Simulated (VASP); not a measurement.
Crystal: CdTe.

```
CELL_PARAMETERS angstrom
0.00000 3.07984 3.07984
3.07984 0.00000 3.07984
3.07984 3.07984 0.00000
ATOMIC_POSITIONS crystal
Cd 0.00000 0.00000 0.00000
Te 0.75000 0.75000 0.75000
```

Base run:

| Item | Value |
| --- | --- |
| Program | VASP 6.6.1 |
| Functional | PBE |
| Dispersion | D3(BJ) |
| Potentials or basis | VASP PAW PBE potentials, release 64 (Cd, Te) |
| Cutoff | 520 eV |
| k mesh | 8 × 8 × 8 |
| Occupations | gaussian, width 0.02 eV |
| Spin | no spin polarisation |

Its results: band gap on the k mesh 1.25 eV; pressure 10.4 GPa.

**Question.** The run is repeated on the same cell with these changes: dispersion from D3(BJ) to none; further incar settings from ALGO = Normal; EDIFF = 1e-06; NBANDS = 16 to ALGO = Normal; EDIFF = 1e-07; NBANDS = 16. What comes out?

**Answer.** Band gap on the k mesh 1.25 eV; pressure 12.9 GPa.

Caveats: the cell stands under pressure; spin-orbit coupling is left out, which moves the levels of the heavy elements; three body term missing (at least some runs).

